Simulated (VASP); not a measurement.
Crystal: HfO2.

```
CELL_PARAMETERS angstrom
0.00000 2.50529 2.50529
2.50529 0.00000 2.50529
2.50529 2.50529 0.00000
ATOMIC_POSITIONS crystal
Hf 0.00000 0.00000 0.00000
O 0.75000 0.75000 0.75000
O 0.25000 0.25000 0.25000
```

Base run:

```yaml
Program: VASP 6.6.1
Functional: RPBE
Potentials_or_basis: VASP PAW PBE potentials, release 64 (Hf_pv, O)
Cutoff: 520 eV
k_mesh: 9 × 9 × 9
Occupations: fermi-dirac, width 0.05 eV
Spin: no spin polarisation
```

Its results: band gap on the k mesh 4.09 eV, indirect (least direct gap 4.24 eV); pressure 15.3 GPa.

**Question.** After a change of settings the same cell gave: band gap on the k mesh 4.01 eV, indirect (least direct gap 4.13 eV); pressure 6.4 GPa. Which change was it?
A. functional from RPBE to PBE; dispersion from none to D4
B. functional from RPBE to PBEsol
C. functional from RPBE to r2SCAN; further incar settings from ALGO = Normal; EDIFF = 1e-06; NBANDS = 18 to ALGO = Normal; EDIFF = 1e-07; NBANDS = 18
D. functional from RPBE to LDA; potentials or basis from VASP PAW PBE potentials, release 64 (Hf_pv, O) to VASP PAW LDA potentials, release 64 (Hf_pv, O)

**Answer.** A.

Caveats: spin-orbit coupling is left out, which moves the levels of the heavy elements; the PAW data sets were made with another functional, which shifts forces and pressure a little (some runs).
